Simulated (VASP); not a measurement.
# Ni (C2/m) in VASP: single point with r2SCAN

Aim: the single point of Ni with r2SCAN.

All numbers are computed with VASP 6.6.1; they aren't measurements. Logs are shortened: lines on timing, memory, paths and dates and some standing lists are left out, and cuts for length are marked.

## Step 1: The cell of the first run

The typed cell holds 3 atoms: a = 4.007 Å, b = 4.007 Å, c = 2.474 Å, α = 74.33°, β = 122.71°, γ = 120.00°.

## Step 2: Single point, r2SCAN, collinear spin, ferromagnetic start

Input file POSCAR:

```
Ni
1.0
    4.0065527749      0.0000000000     -0.0013610837
   -2.0032763875      3.4697766849      0.0006805419
   -1.3362520927      0.0000000000      2.0823453850
Ni
3
Direct
    0.3333333333      0.6666666667      0.0000000000
    0.0000000000      0.0000000000      0.0000000000
    0.6666666667      0.3333333333      0.0000000000
```

Input file INCAR.step1:

```
SYSTEM = Ni
PREC     = Accurate       ! precision mode
ENCUT    = 520            ! plane-wave cutoff, eV
ISMEAR   = 0              ! smearing method
SIGMA    = 0.1            ! smearing width, eV
LREAL    = .FALSE.        ! projectors in reciprocal space
LASPH    = .TRUE.         ! aspherical terms in the spheres
NELM     = 150            ! most SCF steps
ISPIN    = 2              ! spin polarisation
MAGMOM   = 0.9 0.9 0.9    ! initial moments
LMAXMIX  = 4              ! l up to which the mixer works
NBANDS   = 26             ! bands
GGA      = PE             ! functional
ALGO     = Normal         ! electronic algorithm
EDIFF    = 1E-4           ! SCF threshold, eV
LWAVE    = .TRUE.         ! write WAVECAR
LCHARG   = .FALSE.        ! write CHGCAR
```

Input file INCAR.step2:

```
SYSTEM = Ni
PREC     = Accurate       ! precision mode
ENCUT    = 520            ! plane-wave cutoff, eV
EDIFF    = 1E-6           ! SCF threshold, eV
ISMEAR   = 0              ! smearing method
SIGMA    = 0.1            ! smearing width, eV
LREAL    = .FALSE.        ! projectors in reciprocal space
LASPH    = .TRUE.         ! aspherical terms in the spheres
NELM     = 150            ! most SCF steps
ALGO     = Normal         ! electronic algorithm
ISIF     = 2              ! what is computed and relaxed
LWAVE    = .FALSE.        ! write WAVECAR
LCHARG   = .FALSE.        ! write CHGCAR
ISPIN    = 2              ! spin polarisation
MAGMOM   = 0.9 0.9 0.9    ! initial moments
LORBIT   = 11             ! projections on sites
LMAXMIX  = 4              ! l up to which the mixer works
METAGGA  = R2SCAN         ! meta-GGA
LMIXTAU  = .TRUE.       
NBANDS   = 26             ! bands
ISTART   = 1
```

Input file KPOINTS:

```
Automatic mesh
0
G
  9 9 16
  0 0 0
```

Potentials or basis: VASP PAW PBE potentials, release 64 (Ni).

Command:

```bash
$ cat potpaw_PBE.64/Ni/POTCAR > POTCAR
$ cp INCAR.step1 INCAR
$ mpirun -np 1 vasp_std > vasp.out
$ cp INCAR.step2 INCAR
$ mpirun -np 1 vasp_std > vasp.out
```

OUTCAR:

```text
SYSTEM = Ni
   PREC = Accurate
   ENCUT = 520
   EDIFF = 1E-6
   ISMEAR = 0
   LREAL = .FALSE.
   LASPH = .TRUE.
   NELM = 150
   ISIF = 2
   ISPIN = 2
   LORBIT = 11
   METAGGA = R2SCAN
   ISTART = 1

 ion  position               nearest neighbor table
   1  0.333  0.667  0.000-   3 2.31   3 2.31   2 2.31   2 2.31   2 2.31   3 2.31   2 2.47   2 2.47
                             3 2.47   3 2.47
   2  0.000  0.000  0.000-   1 2.31   3 2.31   3 2.31   1 2.31   3 2.31   1 2.31   1 2.47   3 2.47
                             3 2.47   1 2.47
   3  0.667  0.333  0.000-   1 2.31   1 2.31   2 2.31   2 2.31   2 2.31   1 2.31   2 2.47   2 2.47
                             1 2.47   1 2.47
[... 9 lines left out ...]
 A1 = (   2.0032763875,  -3.4697766849,  -0.0006805419)
 A2 = (   2.0032763874,   3.4697766849,  -0.0006805418)
 A3 = (  -1.3362520927,   0.0000000000,   2.0823453850)

Analysis of symmetry for initial positions (statically):
=====================================================================
 Subroutine PRICEL returns following result:

  LATTYP: Found a base centered monoclinic cell.
 ALAT       =     4.0065530055
 B/A-ratio  =     0.5773502693
 C/A-ratio  =     0.6175416620
 COS(beta)  =    -0.5403573585
[... 12 lines left out ...]
 Subroutine GETGRP returns: Found  4 space group operations
 (whereof  4 operations were pure point group operations)
 out of a pool of  4 trial point group operations.

The static configuration has the point symmetry C_2h.

Analysis of symmetry for dynamics (positions and initial velocities):
=====================================================================
 Subroutine PRICEL returns following result:

  LATTYP: Found a base centered monoclinic cell.
 ALAT       =     4.0065530055
 B/A-ratio  =     0.5773502693
 C/A-ratio  =     0.6175416620
 COS(beta)  =    -0.5403573585
[... 12 lines left out ...]
 Subroutine GETGRP returns: Found  4 space group operations
 (whereof  4 operations were pure point group operations)
 out of a pool of  4 trial point group operations.

The dynamic configuration has the point symmetry C_2h.

Analysis of structural, dynamic, and magnetic symmetry:
=====================================================================
 Subroutine PRICEL returns following result:

  LATTYP: Found a base centered monoclinic cell.
 ALAT       =     4.0065530055
 B/A-ratio  =     0.5773502693
 C/A-ratio  =     0.6175416620
 COS(beta)  =    -0.5403573585
[... 12 lines left out ...]
 Subroutine GETGRP returns: Found  4 space group operations
 (whereof  4 operations were pure point group operations)
 out of a pool of  4 trial point group operations.

The overall configuration has the point symmetry C_2h.

 Subroutine INISYM returns: Found  4 space group operations
 (whereof  4 operations are pure point group operations),
 and found     3 'primitive' translations

[... 118 lines left out ...]
   LHFCALC =     F    Hartree Fock is set to
   AEXX    =    0.0000 exact exchange contribution
   IVDW    =     0    specifies the selected vdW correction
   LEPSILON=     F    determine dielectric tensor
   LRPA    =     F    only Hartree local field effects (RPA)
 spin polarized calculation
 Gauss-broadening in eV      SIGMA  =   0.10
  energy-cutoff  :      520.00
  volume of cell :       28.94
 maximum number of plane-waves:       798
 NGX is ok and might be reduce to    30
   NGX = 15   NGY = 15   NGZ =  9

 number of electron      29.9999996 magnetization       2.0304869

 Free energy of the ion-electron system (eV)
  ---------------------------------------------------
  ext. energy  EPLUGINS =         0.00000000
  ---------------------------------------------------
  free energy    TOTEN  =       -35.43294180 eV

  energy without entropy =      -35.41465550  energy(sigma->0) =      -35.42379865

 E-fermi :  11.0852     XC(G=0): -15.2109

 val. band max:       11.0850649543   @ k =   0.4444   0.1111   0.1250
 cond. band min:      11.0854823458   @ k =   0.4444  -0.3333   0.2500
 fundamental gap:      0.0004173915
 Fermi energy:        11.0851574385

 spin component 1

 k-point     1 :       0.0000    0.0000    0.0000
  band No.  band energies     occupation
      1       0.8334      1.00000
      2       6.6593      1.00000
      3       6.6593      1.00000
      4       6.8492      1.00000
      5       6.8492      1.00000
      6       7.3900      1.00000
[... 685 lines left out ...]
     25      32.2079      0.00000
     26      32.7382      0.00000

 [... further k-points ...]

 spin component 2

 k-point     1 :       0.0000    0.0000    0.0000
  band No.  band energies     occupation
      1       0.6002      1.00000
      2       7.2549      1.00000
      3       7.2549      1.00000
      4       7.5419      1.00000
      5       7.5419      1.00000
      6       8.5171      1.00000
[... 685 lines left out ...]
     25      32.3655      0.00000
     26      32.9500      0.00000

 [... further k-points ...]
[... 5 lines left out ...]
  --------------------------------------------------------------------------------------
  -------------------------------------------------------------------------------------
  Total        7.2037767      7.2097409      0.1008702     -0.0000000      0.0000000      0.0020767
  in kB      398.7864111    399.1165774      5.5839667     -0.0000000      0.0000000      0.1149630
  external PRESSURE =     267.8289851 kB  Pullay stress =       0.0000000 kB

 VOLUME and BASIS-vectors are now :
 -----------------------------------------------------------------------------
  energy-cutoff  :      520.00
  volume of cell :       28.94
      direct lattice vectors                 reciprocal lattice vectors
     4.006552775  0.000000000 -0.001361084     0.249645543  0.144101493  0.160198871
    -2.003276388  3.469776685  0.000680542     0.000000000  0.288202986  0.000000000
    -1.336252093  0.000000000  2.082345385     0.000163176 -0.000000000  0.480332442

 POSITION                                       TOTAL-FORCE (eV/Angst)
 -----------------------------------------------------------------------------------
     -0.00000      2.31318      0.00000        -0.000000      0.000000      0.000000
      0.00000      0.00000      0.00000        -0.000000     -0.000000      0.000000
      2.00328      1.15659     -0.00068         0.000000     -0.000000     -0.000000
 -----------------------------------------------------------------------------------
    total drift:                               -0.000000      0.000000      0.000000

  FREE ENERGIE OF THE ION-ELECTRON SYSTEM (eV)
  ---------------------------------------------------
  free  energy   TOTEN  =       -35.4329418025 eV

  energy  without entropy=      -35.4146554963  energy(sigma->0) =      -35.42379865

 total charge

# of ion       s       p       d       tot
------------------------------------------
    1        0.574   0.638   8.395   9.607
    2        0.574   0.638   8.395   9.607
    3        0.574   0.638   8.395   9.607
--------------------------------------------------
tot          1.723   1.915  25.184  28.822

 magnetization (x)

# of ion       s       p       d       tot
------------------------------------------
    1       -0.010  -0.045   0.737   0.682
    2       -0.010  -0.045   0.737   0.682
    3       -0.010  -0.045   0.737   0.682
--------------------------------------------------
tot         -0.029  -0.134   2.211   2.047
```

OUTCAR.step1:

```text
SYSTEM = Ni
   PREC = Accurate
   ENCUT = 520
   ISMEAR = 0
   LREAL = .FALSE.
   LASPH = .TRUE.
   NELM = 150
[... 1678 lines left out ...]
     -0.00000      2.31318      0.00000        -0.000000     -0.000000      0.000000
      0.00000      0.00000      0.00000         0.000000      0.000000     -0.000000
      2.00328      1.15659     -0.00068         0.000000      0.000000     -0.000000
 -----------------------------------------------------------------------------------
    total drift:                               -0.000000      0.000000      0.000000

  FREE ENERGIE OF THE ION-ELECTRON SYSTEM (eV)
  ---------------------------------------------------
  free  energy   TOTEN  =       -15.8636766754 eV

  energy  without entropy=      -15.8398898723  energy(sigma->0) =      -15.85178327
```

OSZICAR.step1:

```text
N       E                     dE             d eps       ncg     rms          rms(c)
DAV:   1     0.170904108607E+03    0.17090E+03   -0.12856E+04 41264   0.167E+03
DAV:   2    -0.834486373634E+01   -0.17925E+03   -0.16549E+03 38046   0.291E+02
DAV:   3    -0.186402819187E+02   -0.10295E+02   -0.98266E+01 40688   0.874E+01
DAV:   4    -0.188052818568E+02   -0.16500E+00   -0.16482E+00 42714   0.106E+01
DAV:   5    -0.188106858135E+02   -0.54040E-02   -0.54034E-02 43338   0.175E+00    0.196E+01
DAV:   6    -0.165158698658E+02    0.22948E+01   -0.12265E+01 44330   0.638E+01    0.899E+00
DAV:   7    -0.159299157085E+02    0.58595E+00   -0.21329E+00 45424   0.245E+01    0.420E+00
DAV:   8    -0.158703739833E+02    0.59542E-01   -0.31511E-02 54988   0.225E+00    0.169E+00
DAV:   9    -0.158649595426E+02    0.54144E-02   -0.16952E-03 50250   0.363E-01    0.470E-01
DAV:  10    -0.158636749148E+02    0.12846E-02   -0.24828E-04 31522   0.175E-01    0.520E-02
DAV:  11    -0.158636766754E+02   -0.17605E-05   -0.96941E-05 26956   0.903E-02
   1 F= -.15863677E+02 E0= -.15851783E+02  d E =-.237868E-01  mag=     1.6873
```

Wall time 36 min (1 thread of Oxide Virtual Turin-like, shared host); peak memory 0.41 GiB.

Results:

```
Free energy                                           : -35.4329 eV
Pressure                                              : 26.8 GPa
Band gap on the k mesh                                : zero (filled and empty bands overlap)
Net moment                                            : 2.03 μB per cell
Site moments                                          : Ni +0.68 μB
Valence electrons inside the program's atomic spheres : Ni 9.61
```

Caveat: the cell stands under pressure; the PAW data sets were made with another functional, which shifts forces and pressure a little.
